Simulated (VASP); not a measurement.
Input of a VASP 6.6.1 run:

INCAR

```
SYSTEM = InP
PREC = Accurate
ENCUT = 520
EDIFF = 1E-6
ISMEAR = 0
SIGMA = 0.05
LREAL = .False.
LASPH = .True.
NELM = 60
ALGO = Normal
ISIF = 2
LWAVE = .False.
LCHARG = .False.
GGA = PE
NBANDS = 16
```

The input KPOINTS:

```
Automatic mesh
0
Gamma
  10 10 10
  0 0 0
```

The input POSCAR:

```
InP
1.0
    0.0000000000      2.9800342037      3.0247347168
    2.9800342037      0.0000000000      3.0247347168
    2.9800342037      2.9800342037      0.0000000000
In P
1 1
Direct
    0.0000000000      0.0000000000      0.0000000000
    0.7500000000      0.7500000000      0.7500000000
```

Potentials or basis: VASP PAW PBE potentials, release 64 (In_d, P).

Launch:

```sh
$ cat potpaw_PBE.64/In_d/POTCAR potpaw_PBE.64/P/POTCAR > POTCAR
$ mpirun -np 1 vasp_std > vasp.out
```

(1) Predict the band gap on the k mesh.

(2) Estimate the pressure.

## Answers

(1) 0.33 eV, direct.

(2) -0.9 GPa.

Caveat: the cell differs from its parent crystal (strain +0.000 along x and y, +0.015 along z); spin-orbit coupling is left out, which moves the levels of the heavy elements.
